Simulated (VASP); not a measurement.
# GaN in VASP: a series of runs, part 2 of 2

VASP 6.6.1.

### 4 Single point, PBE (strained and its atoms moved)

Contents of INCAR:

```
SYSTEM = GaN
PREC     = Accurate       ! precision mode
ENCUT    = 520            ! plane-wave cutoff, eV
EDIFF    = 1E-6           ! SCF threshold, eV
ISMEAR   = 0              ! smearing method
SIGMA    = 0.02           ! smearing width, eV
LREAL    = .False.        ! projectors in reciprocal space
LASPH    = .True.         ! aspherical terms in the spheres
NELM     = 60             ! most SCF steps
ALGO     = Normal         ! electronic algorithm
ISIF     = 2              ! what is computed and relaxed
LWAVE    = .False.        ! write WAVECAR
LCHARG   = .False.        ! write CHGCAR
GGA      = PE             ! functional
NBANDS   = 26             ! bands
```

Contents of KPOINTS:

```
Automatic mesh
0
Gamma
  12 12 6
  0 0 0
```

Contents of POSCAR:

```
GaN
1.0
    3.2793746499      0.0000000000      0.0000000000
   -1.6396873250      2.8400217553      0.0000000000
    0.0000000000      0.0000000000      5.1724575000
Ga N
2 2
Direct
    0.3333333333      0.6666666667     -0.0116144019
    0.6666666667      0.3333333333      0.4883855981
    0.3333333333      0.6666666667      0.3866144019
    0.6666666667      0.3333333333      0.8866144019
```

Potentials or basis: VASP PAW PBE potentials, release 64 (Ga_d, N).

Command:

```bash
$ cat potpaw_PBE.64/Ga_d/POTCAR potpaw_PBE.64/N/POTCAR > POTCAR
$ mpirun -np 1 vasp_std > vasp.out
```

OUTCAR:

```text
SYSTEM = GaN
   PREC = Accurate
   ENCUT = 520
   EDIFF = 1E-6
   ISMEAR = 0
   LREAL = .False.
   LASPH = .True.
   NELM = 60
   ISIF = 2
   GGA = PE

 ion  position               nearest neighbor table
   1  0.333  0.667  0.988-   4 1.97   4 1.97   4 1.97   3 2.06
   2  0.667  0.333  0.488-   3 1.97   3 1.97   3 1.97   4 2.06
   3  0.333  0.667  0.387-   2 1.97   2 1.97   2 1.97   1 2.06
   4  0.667  0.333  0.887-   1 1.97   1 1.97   1 1.97   2 2.06

  LATTYP: Found a hexagonal cell.
 ALAT       =     3.2793746499
 C/A-ratio  =     1.5772694651

  Lattice vectors:

 A1 = (   3.2793746499,   0.0000000000,   0.0000000000)
 A2 = (  -1.6396873250,   2.8400217553,   0.0000000000)
 A3 = (   0.0000000000,   0.0000000000,   5.1724575000)

Analysis of symmetry for initial positions (statically):
=====================================================================
 Subroutine PRICEL returns:
 Original cell was already a primitive cell.

 Routine SETGRP: Setting up the symmetry group for a
 hexagonal supercell.

 Subroutine GETGRP returns: Found 12 space group operations
 (whereof  6 operations were pure point group operations)
 out of a pool of 24 trial point group operations.

The static configuration has the point symmetry C_3v.
 The point group associated with its full space group is C_6v.

Analysis of symmetry for dynamics (positions and initial velocities):
=====================================================================
 Subroutine PRICEL returns:
 Original cell was already a primitive cell.

 Routine SETGRP: Setting up the symmetry group for a
 hexagonal supercell.

 Subroutine GETGRP returns: Found 12 space group operations
 (whereof  6 operations were pure point group operations)
 out of a pool of 24 trial point group operations.
[... 120 lines left out ...]
   EFERMI =   0.00;   METHOD = LEGACY
   ISMEAR =     0;   SIGMA  =   0.02  broadening in eV -4-tet -1-fermi 0-gaus
   EFERMI_NEDOS =   21; number of points for ismear=-14 and -15
   IALGO  =     38    algorithm
   IMIX   =      4    mixing-type and parameters
     AMIX     =   0.40;   BMIX     =  1.00
     AMIX_MAG =   1.60;   BMIX_MAG =  1.00
  volume/ion in A,a.u.               =      12.04        81.27
  Fermi-wavevector in a.u.,A,eV,Ry     =   1.485613  2.807402 30.028697  2.207047
  Thomas-Fermi vector in A             =   2.599003
   LORBIT       =      0    0 simple, 1 ext, 2 COOP (PROOUT), +10 PAW based schemes
   GGA     = PE    functional components
   LHFCALC =     F    Hartree Fock is set to
   AEXX    =    0.0000 exact exchange contribution
   IVDW    =     0    specifies the selected vdW correction
   LEPSILON=     F    determine dielectric tensor
   LRPA    =     F    only Hartree local field effects (RPA)
 non-spin polarized calculation
 Gauss-broadening in eV      SIGMA  =   0.02
  energy-cutoff  :      520.00
  volume of cell :       48.17
 maximum number of plane-waves:      1329
   NGX = 13   NGY = 13   NGZ = 19

 number of electron      36.0000004 magnetization

 Free energy of the ion-electron system (eV)
  ---------------------------------------------------
  ext. energy  EPLUGINS =         0.00000000
  ---------------------------------------------------
  free energy    TOTEN  =       -24.22294957 eV

  energy without entropy =      -24.22294957  energy(sigma->0) =      -24.22294957

 E-fermi :   5.1165     XC(G=0): -11.3876

 val. band max:        5.0011746061   @ k =   0.0000   0.0000   0.0000
 cond. band min:       6.3600353818   @ k =   0.0000   0.0000   0.0000
 fundamental gap:      1.3588607757
 Fermi energy:         5.1165357709

 k-point     1 :       0.0000    0.0000    0.0000
  band No.  band energies     occupation
      1     -10.7886      2.00000
      2     -10.0730      2.00000
      3      -8.6562      2.00000
      4      -8.6562      2.00000
      5      -8.6173      2.00000
      6      -8.6087      2.00000
[... 685 lines left out ...]
     25      15.6388      0.00000
     26      17.3668      0.00000

 [... further k-points ...]

------------------------ aborting loop because EDIFF is reached ----------------------------------------

  FORCE on cell =-STRESS in cart. coord.  units (eV):
  Direction    XX          YY          ZZ          XY          YZ          ZX
  --------------------------------------------------------------------------------------
  -------------------------------------------------------------------------------------
  Total       -1.3640343     -1.3640343     -0.6253177      0.0000000      0.0000000      0.0000000
  in kB      -45.3655561    -45.3655561    -20.7970463      0.0000000      0.0000000      0.0000000
  external PRESSURE =     -37.1760529 kB  Pullay stress =       0.0000000 kB

 VOLUME and BASIS-vectors are now :
 -----------------------------------------------------------------------------
  energy-cutoff  :      520.00
  volume of cell :       48.17
      direct lattice vectors                 reciprocal lattice vectors
     3.279374650  0.000000000  0.000000000     0.304936187  0.176054989  0.000000000
    -1.639687325  2.840021755  0.000000000     0.000000000  0.352109979  0.000000000
     0.000000000  0.000000000  5.172457500     0.000000000  0.000000000  0.193331700

 POSITION                                       TOTAL-FORCE (eV/Angst)
 -----------------------------------------------------------------------------------
     -0.00000      1.89335      5.11238         0.000000     -0.000000      0.689679
      1.63969      0.94667      2.52615         0.000000     -0.000000      0.689679
     -0.00000      1.89335      1.99975         0.000000      0.000000     -0.689679
      1.63969      0.94667      4.58598         0.000000     -0.000000     -0.689679
 -----------------------------------------------------------------------------------
    total drift:                               -0.000001     -0.000001      0.001012

  FREE ENERGIE OF THE ION-ELECTRON SYSTEM (eV)
  ---------------------------------------------------
  free  energy   TOTEN  =       -24.2229495704 eV

  energy  without entropy=      -24.2229495704  energy(sigma->0) =      -24.22294957
```

OSZICAR:

```text
N       E                     dE             d eps       ncg     rms          rms(c)
DAV:   1     0.285138506268E+03    0.28514E+03   -0.17691E+04  4274   0.254E+03
DAV:   2     0.947467896634E+01   -0.27566E+03   -0.26058E+03  4336   0.495E+02
DAV:   3    -0.268191284107E+02   -0.36294E+02   -0.35728E+02  4746   0.144E+02
DAV:   4    -0.280746206284E+02   -0.12555E+01   -0.12501E+01  4628   0.288E+01
DAV:   5    -0.281017361494E+02   -0.27116E-01   -0.27087E-01  4914   0.405E+00    0.107E+01
DAV:   6    -0.241604060256E+02    0.39413E+01   -0.10249E+01  6530   0.474E+01    0.311E+00
DAV:   7    -0.242414496725E+02   -0.81044E-01   -0.12749E+00  4224   0.899E+00    0.265E+00
DAV:   8    -0.242369004536E+02    0.45492E-02   -0.16473E-01  6438   0.460E+00    0.913E-01
DAV:   9    -0.242224293208E+02    0.14471E-01   -0.42273E-02  6158   0.333E+00    0.406E-01
DAV:  10    -0.242229445839E+02   -0.51526E-03   -0.67027E-03  4164   0.478E-01    0.110E-01
DAV:  11    -0.242229546989E+02   -0.10115E-04   -0.17700E-04  6628   0.246E-01    0.608E-02
DAV:  12    -0.242229512489E+02    0.34500E-05   -0.37081E-05  4264   0.463E-02    0.456E-02
DAV:  13    -0.242229476806E+02    0.35683E-05   -0.17952E-05  4472   0.327E-02    0.258E-02
DAV:  14    -0.242229495779E+02   -0.18974E-05   -0.72535E-06  4898   0.351E-02    0.164E-02
DAV:  15    -0.242229495704E+02    0.75006E-08   -0.29835E-06  3532   0.156E-02
   1 F= -.24222950E+02 E0= -.24222950E+02  d E =-.464246E-19
```

stdout:

```text
POSCAR found type information on POSCAR GaN
 POSCAR found :  2 types and       4 ions
 scaLAPACK will be used
 LDA part: xc-table for (Slater+PW92), standard interpolation
 POSCAR, INCAR and KPOINTS ok, starting setup
 FFT: planning ... GRIDC
 FFT: planning ... GRID_SOFT
 FFT: planning ... GRID
 WAVECAR not read
 entering main loop
```

Run time: 32 s. Hardware: 1 thread of Intel Xeon 6975P-C (Granite Rapids), shared host; peak memory 0.21 GiB.

What came out:

* Free energy: -24.2229 eV
* Pressure: -3.7 GPa
* Largest force: 0.690 eV/Å
* Band gap on the k mesh: 1.36 eV, direct

Forces on the atoms (eV/Å):
```
Ga   0.000  0.000  0.690
Ga   0.000  0.000  0.690
N    0.000  0.000 -0.690
N    0.000  0.000 -0.690
```

Caveat: the cell differs from its parent crystal (strained and its atoms moved).

### 5 Single point, PBE (strained and its atoms moved)

Contents of INCAR:

```
SYSTEM = GaN
  PREC = Accurate
  ENCUT = 520
  EDIFF = 1E-7
  ISMEAR = 0
  SIGMA = 0.02
  LREAL = .False.
  LASPH = .True.
  NELM = 80
  ALGO = Normal
  ISIF = 2
  LWAVE = .False.
  LCHARG = .True.
  GGA = PE
  LELF = .True.
  LVHAR = .True.
  NBANDS = 26
```

Contents of KPOINTS:

```
regular mesh
0
Gamma
  12 12 6
  0 0 0
```

Contents of POSCAR:

```
GaN
1.0
    3.3683510404      0.0000000000      0.0000000000
   -1.6841755202      2.9170775698      0.0000000000
    0.0000000000      0.0000000000      5.1620221800
Ga N
2 2
Direct
    0.3333333333      0.6666666667      0.0290360046
    0.6666666667      0.3333333333      0.5290360046
    0.3333333333      0.6666666667      0.3459639954
    0.6666666667      0.3333333333      0.8459639954
```

Command:

```bash
$ cat potpaw_PBE.64/Ga_d/POTCAR potpaw_PBE.64/N/POTCAR > POTCAR
$ mpirun -np 1 vasp_std > vasp.out
```

Wall time 48 s (1 thread of Intel Xeon 6975P-C (Granite Rapids), shared host); peak memory 0.22 GiB.

It converged, with:

- Free energy: -21.8805 eV
- Pressure: 9.6 GPa
- Largest force: 8.478 eV/Å
- Band gap on the k mesh: 1.11 eV, direct

Forces in eV/Å, atoms in the order of the input:
```
Ga   0.000  0.000 -8.478
Ga   0.000  0.000 -8.478
N    0.000  0.000  8.478
N    0.000  0.000  8.478
```

Stress tensor (GPa, compression positive):
```
-17.59   0.00   0.00
  0.00 -17.59   0.00
  0.00   0.00  63.97
```

Levels at points of the mesh, in eV from the valence-band top:
```tsv
k point	band 14	band 15	band 16	band 17	band 18	band 19	band 20	band 21	band 22	band 23
(0.00, 0.00, 0.00)	-1.40	-1.40	-0.89	0.00	0.00	1.11	3.67	8.63	8.79	8.79
(0.50, 0.00, 0.00)	-4.60	-4.15	-2.88	-2.70	-0.32	4.51	4.82	5.19	7.47	8.15
(0.00, 0.00, 0.50)	-4.25	-0.73	-0.73	-0.73	-0.73	3.32	3.32	8.83	8.83	9.43
(0.50, 0.00, 0.50)	-6.03	-2.02	-2.02	-1.67	-1.67	3.64	3.64	7.20	7.20	9.80
```

Caveat: the cell differs from its parent crystal (strained and its atoms moved); forces of over 1 eV/Å act on the atoms, so gaps and moduli don't describe the material at rest.

### 6 Single point, PBE (strained and its atoms moved)

Contents of INCAR:

```
ALGO = Normal
EDIFF = 1E-6
ENCUT = 520
GGA = PE
ISIF = 2
ISMEAR = 0
LASPH = True
LCHARG = False
LREAL = False
LWAVE = False
NBANDS = 26
NELM = 100
PREC = Accurate
SIGMA = 0.02
```

Contents of KPOINTS:

```
k-points
0
Gamma
  12 12 6
```

Contents of POSCAR:

```
GaN
1.0
    3.0787802713      0.0000000000      0.0000000000
   -1.5393901357      2.6663019276      0.0000000000
    0.0000000000      0.0000000000      5.3115262200
Ga N
2 2
Direct
    0.3333333333      0.6666666667     -0.0133274928
    0.6666666667      0.3333333333      0.4754902375
    0.3333333333      0.6666666667      0.3954428370
    0.6666666667      0.3333333333      0.8923944183
```

Potentials or basis: VASP PAW PBE potentials, release 64 (Ga_d, N).

Command:

```bash
$ cat potpaw_PBE.64/Ga_d/POTCAR potpaw_PBE.64/N/POTCAR > POTCAR
$ mpirun -np 1 vasp_std > vasp.out
```

Run time: 35 s. Hardware: 1 thread of Intel Xeon 6975P-C (Granite Rapids), shared host; peak memory 0.22 GiB.

Results (log left out):

```yaml
Free_energy: -23.5356 eV
Pressure: 23.7 GPa
Largest_force: 2.148 eV/Å
Band_gap_on_the_k_mesh: 2.23 eV, direct
```

Forces on the atoms (eV/Å):
```
Ga   0.000  0.000  1.125
Ga   0.000  0.000  2.148
N    0.000  0.000 -1.852
N    0.000  0.000 -1.421
```

Stress tensor (GPa, compression positive):
```
36.08  0.00  0.00
 0.00 36.08  0.00
 0.00  0.00 -1.07
```

Levels at points of the mesh, in eV from the valence-band top:
| k point | band 16 | band 17 | band 18 | band 19 | band 20 | band 21 |
| --- | --- | --- | --- | --- | --- | --- |
| (0.00, 0.00, 0.00) | -0.06 | -0.06 | 0.00 | 2.23 | 4.89 | 9.17 |
| (0.50, 0.00, 0.00) | -2.91 | -1.66 | -1.59 | 5.50 | 5.79 | 5.95 |
| (0.00, 0.00, 0.50) | -0.63 | -0.30 | -0.30 | 4.65 | 4.82 | 8.27 |
| (0.50, 0.00, 0.50) | -2.08 | -1.80 | -1.59 | 4.52 | 4.58 | 7.43 |

Caveat: the cell differs from its parent crystal (strained and its atoms moved); forces of over 1 eV/Å act on the atoms, so gaps and moduli don't describe the material at rest.

### 7 Summary

| cell | gap on the mesh (eV) | pressure (GPa) | largest force (eV/Å) |
| --- | --- | --- | --- |
| a = 3.217, b = 3.217, c = 4.762 Å, angles 90.0, 90.0, 120.0°, 4 atoms | 2.13 | 20.0 | 0.08 |
| a = 3.158, b = 3.158, c = 5.595 Å, angles 90.0, 90.0, 120.0°, 4 atoms | 1.48 | 1.3 | 0.89 |
| a = 3.279, b = 3.279, c = 5.172 Å, angles 90.0, 90.0, 120.0°, 4 atoms | 1.36 | -3.7 | 0.69 |
| a = 3.368, b = 3.368, c = 5.162 Å, angles 90.0, 90.0, 120.0°, 4 atoms | 1.11 | 9.6 | 8.48 |
| a = 3.079, b = 3.079, c = 5.312 Å, angles 90.0, 90.0, 120.0°, 4 atoms | 2.23 | 23.7 | 2.15 |

Alike in all rows: task single point; level PBE; potentials or basis VASP PAW PBE potentials, release 64 (Ga_d, N); no spin polarisation; k mesh 12 × 12 × 6; cutoff (eV) 520; smearing gaussian 0.02 eV.

Caveats: forces of over 1 eV/Å act on the atoms, so gaps and moduli don't describe the material at rest (some runs).

Total energies depend on the potentials used, so only differences within one code and one set of settings carry meaning.
